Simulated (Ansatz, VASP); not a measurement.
**Si in VASP and in Ansatz**

File INCAR:

```
PREC     = Accurate       # precision mode
ENCUT    = 500            # plane-wave cutoff, eV
EDIFF    = 1E-6           # SCF threshold, eV
ISMEAR   = 0              # smearing method
SIGMA    = 0.01           # smearing width, eV
LREAL    = False          # projectors in reciprocal space
LASPH    = True           # aspherical terms in the spheres
NELM     = 120            # most SCF steps
ALGO     = Normal         # electronic algorithm
ISIF     = 2              # what is computed and relaxed
LWAVE    = False          # write WAVECAR
LCHARG   = False          # write CHGCAR
GGA      = PE             # functional
NBANDS   = 11             # bands
GGA_COMPAT= False
```

The input KPOINTS:

```
regular mesh
0
Gamma
  2 2 2
```

File POSCAR:

```
Si
1.0
    0.0000000000      2.7221188962      2.7221188962
    2.7221188962      0.0000000000      2.7221188962
    2.7221188962      2.7221188962      0.0000000000
Si
2
Direct
    0.0000000000      0.0000000000      0.0000000000
    0.2500000000      0.2500000000      0.2500000000
```

Input for Ansatz:

```yaml
crystal:
  lattice:
    - [0.0, 2.7221188962, 2.7221188962]
    - [2.7221188962, 0.0, 2.7221188962]
    - [2.7221188962, 2.7221188962, 0.0]
  atoms:
    - { symbol: Si, position: [0.0, 0.0, 0.0] }
    - { symbol: Si, position: [0.25, 0.25, 0.25] }
kpoints:
  mp_grid: { grid: [2, 2, 2] }
hamiltonian:
  xc: pbe
scf:
  occupations: { method: fixed }
  n_extra_bands: 4
output:
  forces: true
  stress: true
  eigenvalues: true
```

Alike in both runs: task single point; functional PBE; k mesh 2 × 2 × 2; no spin polarisation.

|  | VASP | Ansatz |
| --- | --- | --- |
| version | VASP 6.6.1 | Ansatz 0.2.0 |
| potentials or method | VASP PAW PBE potentials, release 64 (Si) | plane waves |
| plane-wave cutoff (eV) | 500 | 420 |
| occupations | gaussian, width 0.01 eV | fixed |
| valence electrons in the cell | 8 | 8 |

```csv
,VASP,Ansatz,Ansatz less VASP
gap on the k mesh at the Fermi level (eV),0.61,0.61,-0.001
pressure (GPa),9.0,9.0,+0.08
```

The k mesh is coarse, so the values compare programs but aren't converged.
